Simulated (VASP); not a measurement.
## CdO (nc): relaxation of cell and atoms with PBE

Crystal: CdO (nc).

```
Cd O
1.0
     0.00000    2.38323    2.38323
     2.38323    0.00000    2.38323
     2.38323    2.38323    0.00000
Cd O
1 1
Direct
  0.00000 0.00000 0.00000
  0.50000 0.50000 0.50000
```

```json
{
 "Program": "VASP 6.6.1",
 "Task": "relaxation of cell and atoms",
 "Functional": "PBE",
 "Potentials or basis": "VASP PAW PBE potentials, release 64 (Cd, O)",
 "Cutoff": "600 eV",
 "k mesh": "14 × 14 × 14",
 "Occupations": "gaussian, width 0.1 eV",
 "Spin": "no spin polarisation",
 "Target pressure": "1e-06 GPa",
 "Dipole correction": "no",
 "Further INCAR settings": "ALGO = Normal; EDIFF = 1e-07; IBRION = 2; EDIFFG = -0.004; NSW = 70; ISIF = 3"
}
```

| Item | Value |
| --- | --- |
| Relaxed volume | 13.65 Å³/atom |
| Relaxed cell | a = 3.380 Å, b = 3.380 Å, c = 3.380 Å, α = 60.00°, β = 60.00°, γ = 60.00° |
| Space group after relaxing (to 0.05 Å) | Fm-3m (No. 225) |
| Energy change on relaxing (the enthalpy is what falls) | -0.4 meV/atom |
| Ionic steps | 3 |
| Pressure after relaxing | 0.0 GPa |
| Band gap on the k mesh | zero (band 9 reaches 1.57 eV, above the bottom of band 10 at 1.04 eV) |

The path:
```tsv
step	energy change (eV)	largest force (eV/Å)	pressure (GPa)	volume (Å³)
1	0.0000	0.0000	1.11	27.07
2	-0.0005	0.0000	-0.61	27.44
3	-0.0008	0.0000	0.01	27.31
```

Final structure:
```cif
data_structure
_symmetry_space_group_name_H-M 'P 1'
_symmetry_Int_Tables_number 1
_cell_length_a 3.3801
_cell_length_b 3.3801
_cell_length_c 3.3801
_cell_angle_alpha 60.000
_cell_angle_beta 60.000
_cell_angle_gamma 60.000
_cell_volume 27.31
loop_
_atom_site_label
_atom_site_type_symbol
_atom_site_fract_x
_atom_site_fract_y
_atom_site_fract_z
_atom_site_occupancy
Cd1 Cd 0.00000 0.00000 0.00000 1
O1 O 0.50000 0.50000 0.50000 1
```

Levels at points of the mesh, in eV from the Fermi level:
| k point | band 6 | band 7 | band 8 | band 9 | band 10 | band 11 | band 12 | band 13 |
| --- | --- | --- | --- | --- | --- | --- | --- | --- |
| (0.00, 0.00, 0.00) | -6.45 | -1.25 | -1.25 | -1.25 | -0.63 | 14.80 | 16.57 | 16.57 |
| (0.50, 0.00, 0.00) | -6.24 | -3.79 | -0.11 | -0.11 | 4.31 | 6.85 | 11.59 | 11.59 |
| (0.50, 0.50, 0.00) | -5.87 | -4.07 | -2.17 | -2.17 | 3.57 | 8.23 | 10.93 | 12.82 |

Wall time 58 s on 1 thread of AMD EPYC 9R45 96-Core Processor (Zen 5), on a shared host, peak memory 0.17 GiB.

Caveat: the cell is relaxed towards a set pressure, so the enthalpy falls and the energy may rise. Zero-point motion and thermal expansion aren't in these numbers.
